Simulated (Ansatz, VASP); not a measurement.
**H2Pt: VASP beside Ansatz**

INCAR

```
  PREC = Accurate
  ENCUT = 520
  EDIFF = 1E-6
  ISMEAR = 0
  SIGMA = 0.1
  LREAL = False
  LASPH = True
  NELM = 100
  ALGO = Normal
  ISIF = 2
  LWAVE = False
  LCHARG = False
  GGA = PS
  NBANDS = 13
```

Contents of KPOINTS:

```
Automatic mesh
0
Gamma
  18 18 18
```

Contents of POSCAR:

```
H2Pt
1.0
   -1.6213261405      1.6213261405      2.0329509196
    1.6213261405     -1.6213261405      2.0329509196
    1.6213261405      1.6213261405     -2.0329509196
Pt H
1 2
Direct
    0.0000000000      0.0000000000      0.0000000000
    0.7500000000      0.2500000000      0.5000000000
    0.2500000000      0.7500000000      0.5000000000
```

Input for Ansatz:

```yaml
crystal:
  lattice:
    - [-1.6213261405, 1.6213261405, 2.0329509196]
    - [1.6213261405, -1.6213261405, 2.0329509196]
    - [1.6213261405, 1.6213261405, -2.0329509196]
  atoms:
    - { symbol: Pt, position: [0.0, 0.0, 0.0] }
    - { symbol: H, position: [0.75, 0.25, 0.5] }
    - { symbol: H, position: [0.25, 0.75, 0.5] }
basis:
  ecutwfc: 420
kpoints:
  mp_grid: { grid: [18, 18, 18] }
hamiltonian:
  xc: pbesol
scf:
  occupations: { method: gaussian, width: 0.1 }
output:
  forces: true
  stress: true
  eigenvalues: true
  populations: true
```

Alike in both runs: task single point; functional PBEsol; k mesh 18 × 18 × 18; occupations gaussian, width 0.1 eV; no spin polarisation.

|  | VASP | Ansatz |
| --- | --- | --- |
| version | VASP 6.6.1 | Ansatz 0.2.0 |
| potentials or method | VASP PAW PBE potentials, release 64 (Pt, H), cutoff 520 eV | scalar-relativistic, plane waves, PAW |
| valence electrons in the cell | 12 | 20 |

Ansatz gave:

| Quantity | Value |
| --- | --- |
| gap on the k mesh at the Fermi level (eV) | none |
| pressure (GPa) | 12.3 |
| traceless stress, the component that is largest in VASP (GPa) | 2.12 |

Problem. Which values does VASP return?

Solution. gap on the k mesh at the Fermi level (eV): none; pressure (GPa): 12.2; traceless stress, the component that is largest in VASP (GPa): 2.09.

VASP's potentials were made for PBE, not for PBEsol. A gap of «none» marks a metal or a gap that the smearing closes. With one functional, cell and mesh, what is left measures potentials, basis and numerics. VASP's potentials hold 12 valence electrons a cell and Ansatz's 20, so a difference there can come from the potentials and not from the codes.

Spin-orbit coupling is off throughout.
